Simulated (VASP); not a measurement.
Te2Mo, 12 atoms in the cell. The cell holds a slab with vacuum, 12 atoms: a = 3.477 Å, b = 3.477 Å, c = 36.450 Å, α = 90.00°, β = 90.00°, γ = 120.00°. 

| Property | Result |
| --- | --- |
| Program | VASP 6.6.1 |
| Task | single point |
| Functional | RPBE |
| Dispersion | D4 |
| Potentials or basis | VASP PAW PBE potentials, release 64 (Te, Mo_sv) |
| Cutoff | 520 eV |
| k mesh | 9 × 9 × 1 |
| Occupations | fermi-dirac, width 0.05 eV |
| Spin | no spin polarisation |
| Dipole correction | no |
| Further INCAR settings | ALGO = Normal; EDIFF = 1e-07; NBANDS = 64 |

Potentials or basis: VASP PAW PBE potentials, release 64 (Te, Mo_sv).

Run with:

```sh
$ cat potpaw_PBE.64/Te/POTCAR potpaw_PBE.64/Mo_sv/POTCAR > POTCAR
$ mpirun -np 1 vasp_std > vasp.out
```

Hardware: 1 thread of Oxide Virtual Turin-like Processor, on a shared host.

Estimate the wall time of this run.

Run time: 17 min on 1 thread of Oxide Virtual Turin-like Processor, with other jobs on the host, peak memory 0.55 GiB. Counts: scf iterations 28, k points 12.
